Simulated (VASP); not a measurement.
**Pt: single point with PBE**

Crystal: Pt.

```
CELL_PARAMETERS angstrom
0.00000 1.95871 1.95871
1.95871 0.00000 1.95871
1.95871 1.95871 0.00000
ATOMIC_POSITIONS crystal
Pt 0.00000 0.00000 0.00000
```

| Quantity | Value |
| --- | --- |
| Program | VASP 6.6.1 |
| Task | single point |
| Functional | PBE |
| Potentials or basis | VASP PAW PBE potentials, release 64 (Pt) |
| Cutoff | 520 eV |
| k mesh | 16 × 16 × 16 |
| Occupations | fermi-dirac, width 0.0612256 eV |
| Spin | no spin polarisation |

The pressure is 10.6 GPa. The band gap on the k mesh is zero (band 5 reaches 11.83 eV, above the bottom of band 6 at 9.58 eV).

Levels at points of the mesh, in eV from the Fermi level:
```tsv
k point	band 3	band 4	band 5	band 6	band 7	band 8
(0.00, 0.00, 0.00)	-3.80	-3.80	-1.63	-1.63	14.65	19.63
(0.50, 0.00, 0.00)	-3.86	-0.47	0.05	0.05	5.88	14.22
(0.50, 0.50, 0.00)	0.02	0.51	0.51	1.79	8.94	11.42
```

Run time: 14 s on 1 thread of Intel(R) Xeon(R) Platinum 8488C (Sapphire Rapids), on a shared host, peak memory 0.16 GiB.

Caveat: spin-orbit coupling is left out, which moves the levels of the heavy elements.
